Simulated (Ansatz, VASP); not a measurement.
## Two plane-wave programs on Sc

```
Sc
1.0
     3.27685    0.00000    0.00000
    -1.63842    2.83783    0.00000
     0.00000    0.00000    5.08290
Sc
2
Direct
  0.33333 0.66667 0.25000
  0.66667 0.33333 0.75000
```

Alike in both runs: functional PBEsol; k mesh 15 × 15 × 8; occupations gaussian, width 0.1 eV; no spin polarisation.

Ansatz relaxed the structure, and its values are those at the end. VASP's run is a single point on that final structure, the one shown.

|  | VASP | Ansatz |
| --- | --- | --- |
| version | VASP 6.6.1 | Ansatz 0.2.0 |
| potentials or method | VASP PAW PBE potentials, release 64 (Sc_sv), cutoff 520 eV | scalar-relativistic, plane waves, PAW |
| valence electrons in the cell | 22 | 22 |

```tsv
	VASP	Ansatz	Ansatz less VASP
gap on the k mesh at the Fermi level (eV)	none	none	-
pressure (GPa)	0.0	0.0	0.00
```

VASP's potentials were made for PBE, not for PBEsol. A gap of «none» marks a metal or a gap that the smearing closes.
